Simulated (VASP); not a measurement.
# AlN (Fm-3m) in VASP: a series of runs, part 2 of 2

VASP 6.6.1.

## Step 3: Single point, PBE (volume scaled by 1.05)

INCAR reads:

```
SYSTEM = AlN
ALGO = Normal
EDIFF = 1E-6
ENCUT = 600
GGA = PE
GGA_COMPAT = .FALSE.
ISIF = 2
ISMEAR = -1
LASPH = .TRUE.
LCHARG = .FALSE.
LREAL = .FALSE.
LWAVE = .FALSE.
NBANDS = 11
NELM = 120
PREC = Accurate
SIGMA = 0.02
```

KPOINTS reads:

```
k-points
0
G
  10 10 10
  0 0 0
```

POSCAR reads:

```
AlN
1.0
    0.0000000000      2.0104319938      2.0104319938
    2.0104319938      0.0000000000      2.0104319938
    2.0104319938      2.0104319938      0.0000000000
Al N
1 1
Direct
    0.0000000000      0.0000000000      0.0000000000
    0.5000000000      0.5000000000      0.5000000000
```

Potentials or basis: VASP PAW PBE potentials, release 64 (Al, N).

Started as:

```console
> cat potpaw_PBE.64/Al/POTCAR potpaw_PBE.64/N/POTCAR > POTCAR
> mpirun -np 1 vasp_std > vasp.out
```

OUTCAR:

```text
SYSTEM = AlN
   EDIFF = 1E-6
   ENCUT = 600
   GGA = PE
   ISIF = 2
   ISMEAR = -1
   LASPH = .TRUE.
   LREAL = .FALSE.
   NELM = 120
   PREC = Accurate

 ion  position               nearest neighbor table
   1  0.000  0.000  0.000-   2 2.01   2 2.01   2 2.01   2 2.01   2 2.01   2 2.01
   2  0.500  0.500  0.500-   1 2.01   1 2.01   1 2.01   1 2.01   1 2.01   1 2.01

  LATTYP: Found a face centered cubic cell.
 ALAT       =     4.0208639876

  Lattice vectors:

 A1 = (   0.0000000000,   2.0104319938,   2.0104319938)
 A2 = (   2.0104319938,   0.0000000000,   2.0104319938)
 A3 = (   2.0104319938,   2.0104319938,   0.0000000000)

Analysis of symmetry for initial positions (statically):
=====================================================================
 Subroutine PRICEL returns:
 Original cell was already a primitive cell.

 Routine SETGRP: Setting up the symmetry group for a
 face centered cubic supercell.

 Subroutine GETGRP returns: Found 48 space group operations
[... 9 lines left out ...]

 Routine SETGRP: Setting up the symmetry group for a
 face centered cubic supercell.

 Subroutine GETGRP returns: Found 48 space group operations
[... 11 lines left out ...]
                                     Primitive cell

  volume of cell :      16.2517

  direct lattice vectors                    reciprocal lattice vectors
     0.000000000  2.010431994  2.010431994    -0.248702767  0.248702767  0.248702767
     2.010431994  0.000000000  2.010431994     0.248702767 -0.248702767  0.248702767
     2.010431994  2.010431994  0.000000000     0.248702767  0.248702767 -0.248702767

  length of vectors
     2.843180192  2.843180192  2.843180192     0.430765829  0.430765829  0.430765829

  position of ions in fractional coordinates (direct lattice)
     0.000000000  0.000000000  0.000000000
     0.500000000  0.500000000  0.500000000

  ion indices of the primitive-cell ions
   primitive index   ion index
                 1           1
                 2           2

----------------------------------------------------------------------------------------

 KPOINTS: k-points

Automatic generation of k-mesh.
 Grid dimensions read from file:
 generate k-points for:   10   10   10

 Generating k-lattice:

  Cartesian coordinates                     Fractional coordinates (reciprocal lattice)
    -0.024870277  0.024870277  0.024870277     0.100000000  0.000000000  0.000000000
     0.024870277 -0.024870277  0.024870277     0.000000000  0.100000000  0.000000000
     0.024870277  0.024870277 -0.024870277     0.000000000  0.000000000  0.100000000

  Length of vectors
     0.043076583  0.043076583  0.043076583

  Shift w.r.t. Gamma in fractional coordinates (k-lattice)
     0.000000000  0.000000000  0.000000000

 Subroutine IBZKPT returns following result:
 ===========================================

 Found     47 irreducible k-points:

 Following reciprocal coordinates:
            Coordinates               Weight
  0.000000  0.000000  0.000000      1.000000
  0.100000  0.000000  0.000000      8.000000
  0.200000  0.000000  0.000000      8.000000
  0.300000  0.000000  0.000000      8.000000
  0.400000  0.000000  0.000000      8.000000
  0.500000  0.000000  0.000000      4.000000
[... 16 lines left out ...]
  0.300000  0.300000  0.000000      6.000000
  0.400000  0.300000  0.000000     24.000000
 [... further k-points ...]
   k-points           NKPTS =     47   k-points in BZ     NKDIM =     47   number of bands    NBANDS=     11
   number of dos      NEDOS =    301   number of ions     NIONS =      2
   total plane-waves  NPLWV =  13824
   dimension x,y,z NGX =    24 NGY =   24 NGZ =   24
   dimension x,y,z NGXF=    48 NGYF=   48 NGZF=   48
   ions per type =               1   1
   NGX,Y,Z   is equivalent  to a cutoff of  14.03, 14.03, 14.03 a.u.
   NGXF,Y,Z  is equivalent  to a cutoff of  28.07, 28.07, 28.07 a.u.
 SYSTEM =  AlN
   PREC   = accura    normal or accurate (medium, high low for compatibility)
   ISTART =      0    job   : 0-new  1-cont  2-samecut
   ICHARG =      2    charge: 1-file 2-atom 10-const
   ISPIN  =      1    spin polarized calculation?
   LNONCOLLINEAR =      F non collinear calculations
   LSORBIT =      F    spin-orbit coupling
   LASPH  =      T    aspherical Exc in radial PAW
   ENCUT  =  600.0 eV  44.10 Ry    6.64 a.u.   5.68  5.68  5.68*2*pi/ulx,y,z
   NELM   =    120;   NELMIN=  2; NELMDL= -5     # of ELM steps
   EDIFF  = 0.1E-05   stopping-criterion for ELM
   LREAL  =      F    real-space projection
   EDIFFG = 0.1E-04   stopping-criterion for IOM
   NSW    =      0    number of steps for IOM
   IBRION =     -1    ionic relax: 0-MD 1-quasi-New 2-CG
   NFREE  =      0    steps in history (QN), initial steepest desc. (CG)
   ISIF   =      2    stress and relaxation
   ISYM   =      2    0-nonsym 1-usesym 2-fastsym
   POTIM  = 0.5000    time-step for ionic-motion
   TEBEG  =    0.0;   TEEND  =   0.0 temperature during run
   PSTRESS=    0.0 pullay stress
   NELECT =       8.0000    total number of electrons
   NUPDOWN=      -1.0000    fix difference up-down
   EMIN   =  10.00;   EMAX   =-10.00  energy-range for DOS
   EFERMI =   0.00;   METHOD = LEGACY
   ISMEAR =    -1;   SIGMA  =   0.02  broadening in eV -4-tet -1-fermi 0-gaus
   EFERMI_NEDOS =   21; number of points for ismear=-14 and -15
   IALGO  =     38    algorithm
   IMIX   =      4    mixing-type and parameters
     AMIX     =   0.40;   BMIX     =  1.00
     AMIX_MAG =   1.60;   BMIX_MAG =  1.00
  volume/ion in A,a.u.               =       8.13        54.84
  Fermi-wavevector in a.u.,A,eV,Ry     =   1.292624  2.442705 22.733648  1.670876
  Thomas-Fermi vector in A             =   2.424320
   LORBIT       =      0    0 simple, 1 ext, 2 COOP (PROOUT), +10 PAW based schemes
   GGA     = PE    functional components
   LHFCALC =     F    Hartree Fock is set to
   AEXX    =    0.0000 exact exchange contribution
   IVDW    =     0    specifies the selected vdW correction
   LEPSILON=     F    determine dielectric tensor
   LRPA    =     F    only Hartree local field effects (RPA)
 non-spin polarized calculation
  energy-cutoff  :      600.00
  volume of cell :       16.25
 maximum number of plane-waves:       552
   NGX = 11   NGY = 11   NGZ = 11

 number of electron       7.9999999 magnetization

 Free energy of the ion-electron system (eV)
  ---------------------------------------------------
  ext. energy  EPLUGINS =         0.00000000
  ---------------------------------------------------
  free energy    TOTEN  =       -14.52980404 eV

  energy without entropy =      -14.52980404  energy(sigma->0) =      -14.52980404

 E-fermi :  10.6124     XC(G=0): -12.3636

 val. band max:       10.1808650078   @ k =   0.0000   0.0000   0.0000
 cond. band min:      14.9488735382   @ k =   0.5000   0.5000   0.0000
 fundamental gap:      4.7680085304
 Fermi energy:        10.6123942075

 k-point     1 :       0.0000    0.0000    0.0000
  band No.  band energies     occupation
      1      -7.5247      2.00000
      2      10.1809      2.00000
      3      10.1809      2.00000
      4      10.1809      2.00000
      5      16.1026      0.00000
      6      22.4019      0.00000
      7      22.4019      0.00000
      8      22.4019      0.00000
      9      27.5878      0.00000
     10      28.0935      0.00000
     11      28.0935      0.00000

 k-point     2 :       0.1000    0.0000    0.0000
  band No.  band energies     occupation
      1      -7.3163      2.00000
      2       9.1614      2.00000
      3      10.0549      2.00000
      4      10.0549      2.00000
      5      16.7175      0.00000
      6      21.5018      0.00000
      7      22.7097      0.00000
      8      22.7097      0.00000
      9      26.5636      0.00000
     10      26.5636      0.00000
     11      28.6603      0.00000
[... 295 lines left out ...]
 k-point    24 :       0.4000    0.3000    0.0000
  band No.  band energies     occupation
      1      -4.4568      2.00000
      2       4.2644      2.00000
      3       7.3381      2.00000
      4       7.8632      2.00000
      5      16.4354      0.00000
      6      17.1669      0.00000
      7      22.5850      0.00000
      8      25.9976      0.00000
      9      26.7819      0.00000
     10      32.2000      0.00000
     11      35.2331      0.00000

 [... further k-points ...]
[... 5 lines left out ...]
  --------------------------------------------------------------------------------------
  -------------------------------------------------------------------------------------
  Total        0.9665916      0.9665916      0.9665916     -0.0000000      0.0000000      0.0000000
  in kB       95.2917778     95.2917778     95.2917778     -0.0000000      0.0000000      0.0000000
  external PRESSURE =      95.2917778 kB  Pullay stress =       0.0000000 kB

 VOLUME and BASIS-vectors are now :
 -----------------------------------------------------------------------------
  energy-cutoff  :      600.00
  volume of cell :       16.25
      direct lattice vectors                 reciprocal lattice vectors
     0.000000000  2.010431994  2.010431994    -0.248702767  0.248702767  0.248702767
     2.010431994  0.000000000  2.010431994     0.248702767 -0.248702767  0.248702767
     2.010431994  2.010431994  0.000000000     0.248702767  0.248702767 -0.248702767

 POSITION                                       TOTAL-FORCE (eV/Angst)
 -----------------------------------------------------------------------------------
      0.00000      0.00000      0.00000         0.000000     -0.000000     -0.000000
      2.01043      2.01043      2.01043         0.000000      0.000000      0.000000
 -----------------------------------------------------------------------------------
    total drift:                               -0.000000     -0.000000      0.000000

  FREE ENERGIE OF THE ION-ELECTRON SYSTEM (eV)
  ---------------------------------------------------
  free  energy   TOTEN  =       -14.5298040397 eV

  energy  without entropy=      -14.5298040397  energy(sigma->0) =      -14.52980404
```

stdout:

```text
POSCAR found type information on POSCAR AlN
 POSCAR found :  2 types and       2 ions
 scaLAPACK will be used
 LDA part: xc-table for (Slater+PW92), standard interpolation
 POSCAR, INCAR and KPOINTS ok, starting setup
 FFT: planning ... GRIDC
 FFT: planning ... GRID_SOFT
 FFT: planning ... GRID
 WAVECAR not read
 entering main loop
```

It took 3.5 s on 1 thread of Intel Xeon 6975P-C (Granite Rapids), shared host; peak memory 0.13 GiB.

Results:

```
Free energy            : -14.5298 eV
Pressure               : 9.5 GPa
Band gap on the k mesh : 4.77 eV, indirect (least direct gap 5.92 eV)
```

 A k mesh can miss the band edges.
